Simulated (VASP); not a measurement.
InAs: single point with PBEsol

System: InAs, a slab with vacuum.

```xyz
10
Lattice="6.0883 0.0000 0.0000 0.0000 4.3051 0.0000 0.0000 0.0000 24.6102" Properties=species:S:1:pos:R:3 pbc="T T T"
In    3.3706    2.1525    8.4894
In    5.9303    4.3051   10.0718
In    2.9249    2.1525   12.3051
In    5.9303    4.3051   14.5382
In    3.3706    2.1525   16.1208
As    4.6500    4.3051    7.7470
As    1.3748    2.1525   10.1635
As    4.4756    4.3051   12.3050
As    1.3748    2.1525   14.4468
As    4.6500    4.3051   16.8631
```

```
Program             : VASP 6.6.1
Task                : single point
Functional          : PBEsol
Potentials or basis : VASP PAW PBE potentials, release 64 (In_d, As)
Cutoff              : 520 eV
k mesh              : 6 × 8 × 1
Occupations         : gaussian, width 0.1 eV
Spin                : no spin polarisation
```

- Largest force: 0.016 eV/Å
- Band gap on the k mesh: 0.63 eV

Forces on the atoms (eV/Å):
```
In  -0.005  0.000  0.000
In  -0.001  0.000  0.005
In   0.003  0.000  0.000
In  -0.001  0.000 -0.005
In  -0.005  0.000  0.000
As   0.007  0.000 -0.014
As  -0.006  0.000 -0.001
As   0.007  0.000  0.000
As  -0.006  0.000  0.001
As   0.007  0.000  0.014
```

Levels at points of the mesh, in eV from the valence-band top:
| k point | band 42 | band 43 | band 44 | band 45 | band 46 | band 47 | band 48 | band 49 |
| --- | --- | --- | --- | --- | --- | --- | --- | --- |
| (0.00, 0.00, 0.00) | -0.51 | -0.49 | -0.29 | 0.00 | 0.63 | 1.59 | 1.62 | 1.95 |
| (0.50, 0.00, 0.00) | -0.94 | -0.84 | -0.82 | -0.79 | 1.11 | 1.24 | 1.66 | 1.79 |
| (0.00, 0.50, 0.00) | -1.51 | -1.40 | -1.21 | -0.84 | 0.78 | 1.39 | 1.87 | 2.40 |
| (0.50, 0.50, 0.00) | -1.57 | -1.20 | -0.72 | -0.69 | 0.88 | 1.94 | 2.06 | 2.65 |

It took 36 min on 1 thread of Oxide Virtual Turin-like Processor, on a shared host, peak memory 0.89 GiB.

Caveat: semilocal functionals underestimate gaps, and a narrow one can read as zero; the PAW data sets were made with another functional, which shifts forces and pressure a little; spin-orbit coupling is left out, which moves the levels of the heavy elements.
